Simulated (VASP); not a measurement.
Si3Sn: single point with r2SCAN

Crystal: Si3Sn.

```
Si Sn
1.0
     4.03764    0.00000    0.00000
     0.00000    4.03764    0.00000
     0.00000    0.00000    5.74862
Si Sn
3 1
Cartesian
  2.0188 0.0000 4.4529
  2.0188 2.0188 0.0000
  0.0000 2.0188 1.2957
  0.0000 0.0000 2.8743
```

```yaml
Program: VASP 6.6.1
Task: single point
Functional: r2SCAN
Potentials_or_basis: VASP PAW PBE potentials, release 64 (Si, Sn_d)
Cutoff: 520 eV
k_mesh: 4 × 4 × 2
Occupations: gaussian, width 0.01 eV
Spin: no spin polarisation
```

- Pressure: -0.1 GPa
- Largest force: 0.049 eV/Å
- Band gap on the k mesh: 0.41 eV, indirect (least direct gap 0.69 eV)

Forces on the atoms (eV/Å):
```
Si   0.000  0.000  0.049
Si   0.000  0.000  0.000
Si   0.000  0.000 -0.049
Sn   0.000  0.000  0.000
```

Stress tensor (GPa, compression positive):
```
 0.33  0.00  0.00
 0.00  0.33  0.00
 0.00  0.00 -0.83
```

Levels at points of the mesh, in eV from the valence-band top:
```tsv
k point	band 11	band 12	band 13	band 14	band 15	band 16
(0.00, 0.00, 0.00)	-0.30	0.00	0.00	0.69	0.72	2.29
(0.50, 0.00, 0.00)	-3.72	-2.15	-0.98	1.65	3.04	4.31
(0.50, 0.50, 0.00)	-3.07	-3.07	-2.81	0.41	0.76	0.76
(0.00, 0.00, 0.50)	-2.66	-1.50	-1.50	0.73	1.16	3.01
(0.50, 0.00, 0.50)	-1.49	-1.41	-0.78	0.87	1.27	2.94
(0.50, 0.50, 0.50)	-3.95	-3.95	-3.87	4.24	4.24	4.39
```

It took 3 min on 1 thread of AMD EPYC 7R13, with other jobs on the host, peak memory 0.18 GiB.

Caveat: the k points lie up to 0.55 Å⁻¹ apart; the PAW data sets were made with another functional, which shifts forces and pressure a little; spin-orbit coupling is left out, which moves the levels of the heavy elements. A k mesh can miss the band edges.
